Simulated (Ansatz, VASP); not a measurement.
## Cl: VASP beside Ansatz

```
Cl
1.0
     3.12524   -2.00725    0.00000
     3.12524    2.00725    0.00000
     0.00000    0.00000    8.14656
Cl
4
Direct
  0.87564 0.12436 0.60748
  0.12436 0.87564 0.39252
  0.62436 0.37564 0.10748
  0.37564 0.62436 0.89252
```

Alike in both runs: task single point; functional PBE; k mesh 8 × 8 × 4; occupations fermi-dirac, width 0.02 eV; no spin polarisation.

```csv
,VASP,Ansatz
version,VASP 6.6.1,Ansatz 0.2.0
potentials or method,"VASP PAW PBE potentials, release 64 (Cl)","plane waves, PAW"
plane-wave cutoff (eV),520,420
valence electrons in the cell,28,28
```

|  | VASP | Ansatz | Ansatz less VASP |
| --- | --- | --- | --- |
| gap on the k mesh at the Fermi level (eV) | 2.25 | 2.20 | -0.047 |
| pressure (GPa) | 1.8 | 2.2 | +0.42 |
| traceless stress, the component that is largest in VASP (GPa) | 0.37 | 0.04 | -0.337 |
| rms of the force components (eV/Å) | 0.023 | 0.127 | +0.1042 |

Atom by atom the forces differ by 0.108 eV/Å (rms over components).
